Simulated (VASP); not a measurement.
Cd: single point with PBE

The system is Cd.

```
CELL_PARAMETERS angstrom
3.00866 0.00000 0.00000
-1.50433 2.60558 0.00000
0.00000 0.00000 5.61765
ATOMIC_POSITIONS crystal
Cd 0.33333 0.66667 0.25000
Cd 0.66667 0.33333 0.75000
```

This cell differs from its parent crystal: equal xx and yy strain of +1 %.

| Property | Result |
| --- | --- |
| Program | VASP 6.6.1 |
| Task | single point |
| Functional | PBE |
| Potentials or basis | VASP PAW PBE potentials, release 64 (Cd) |
| Cutoff | 520 eV |
| k mesh | 14 × 14 × 7 |
| Occupations | fermi-dirac, width 0.05 eV |
| Spin | no spin polarisation |
| Dipole correction | no |
| Further INCAR settings | ALGO = Normal; EDIFF = 1e-06; NBANDS = 19 |

| Item | Value |
| --- | --- |
| Pressure | 2.0 GPa |
| Band gap on the k mesh | zero (band 12 reaches 4.08 eV, above the bottom of band 13 at -0.08 eV) |

Stress tensor (GPa, compression positive):
```
2.26 0.00 0.00
0.00 2.26 0.00
0.00 0.00 1.48
```

Levels at points of the mesh, in eV from the Fermi level:
```
           k point  band 10  band 11  band 12  band 13  band 14  band 15
(0.00, 0.00, 0.00)    -8.50    -8.50    -2.97    -2.95    10.67    14.25
(0.50, 0.00, 0.00)    -8.24    -2.35    -1.92     1.97     2.98     3.07
```

Wall time 25 s on 1 thread of Intel(R) Xeon(R) Platinum 8488C (Sapphire Rapids), on a shared host, peak memory 0.2 GiB.

Caveat: the cell differs from its parent crystal (equal xx and yy strain of +1 %).
